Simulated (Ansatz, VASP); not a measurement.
## Two plane-wave programs on Zn4HO4

INCAR

```
PREC = Accurate
ENCUT = 520
EDIFF = 1E-6
ISMEAR = 0
SIGMA = 0.05
LREAL = F
LASPH = T
NELM = 60
ALGO = Normal
ISIF = 2
LWAVE = F
LCHARG = T
GGA = PS
LELF = T
LVHAR = T
NBANDS = 46
```

KPOINTS

```
regular mesh
0
Gamma
  4 4 8
```

Contents of POSCAR:

```
Zn4HO4
1.0
    5.5148137916      0.0000000000      0.0000000000
    0.0000000000      5.5148137916      0.0000000000
    0.0000000000      0.0000000000      3.2430062931
Zn O H
4 4 1
Direct
    0.1820657240      0.1820657240      0.5000000000
    0.8179342760      0.8179342760      0.5000000000
    0.6820657240      0.3179342760      0.0000000000
    0.3179342760      0.6820657240      0.0000000000
    0.8180023132      0.1819976868      0.5000000000
    0.1819976868      0.8180023132      0.5000000000
    0.6819976868      0.6819976868      0.0000000000
    0.3180023132      0.3180023132      0.0000000000
    1.0000405349     -0.0180023132      0.2000000000
```

Input for Ansatz:

```yaml
crystal:
  lattice:
    - [5.5148137916, 0.0, 0.0]
    - [0.0, 5.5148137916, 0.0]
    - [0.0, 0.0, 3.2430062931]
  atoms:
    - { symbol: Zn, position: [0.182065724, 0.182065724, 0.5] }
    - { symbol: Zn, position: [0.817934276, 0.817934276, 0.5] }
    - { symbol: Zn, position: [0.682065724, 0.317934276, 0.0] }
    - { symbol: Zn, position: [0.317934276, 0.682065724, 0.0] }
    - { symbol: O, position: [0.8180023132, 0.1819976868, 0.5] }
    - { symbol: O, position: [0.1819976868, 0.8180023132, 0.5] }
    - { symbol: O, position: [0.6819976868, 0.6819976868, 0.0] }
    - { symbol: O, position: [0.3180023132, 0.3180023132, 0.0] }
    - { symbol: H, position: [1.0000405349, -0.0180023132, 0.2] }
basis:
  ecutwfc: 420
kpoints:
  mp_grid: { grid: [4, 4, 8] }
hamiltonian:
  xc: pbesol
  pseudopotentials: { kind: paw, azcp: { folder: soft_1 } }
scf:
  occupations: { method: gaussian, width: 0.05 }
output:
  forces: true
  stress: true
  eigenvalues: true
  write_density: true
  write_potential: true
  elf: true
  volumetric_format: npy
```

Alike in both runs: task single point; functional PBEsol; k mesh 4 × 4 × 8; occupations gaussian, width 0.05 eV; no spin polarisation.

|  | VASP | Ansatz |
| --- | --- | --- |
| version | VASP 6.6.1 | Ansatz 0.2.0 |
| potentials or method | VASP PAW PBE potentials, release 64 (Zn, O, H), cutoff 520 eV | scalar-relativistic, plane waves, PAW |
| valence electrons in the cell | 73 | 73 |

```tsv
	VASP	Ansatz	Ansatz less VASP
gap on the k mesh at the Fermi level (eV)	none	none	-
pressure (GPa)	7.4	6.4	-0.94
traceless stress, the component that is largest in VASP (GPa)	-0.69	-0.81	-0.117
rms of the force components (eV/Å)	0.490	0.478	-0.0121
```

VASP's potentials were made for PBE, not for PBEsol, and Ansatz warns of the same on its side. Atom by atom the forces differ by 0.014 eV/Å (rms over components). A gap of «none» marks a metal or a gap that the smearing closes. With one functional, cell and mesh, what is left measures potentials, basis and numerics.
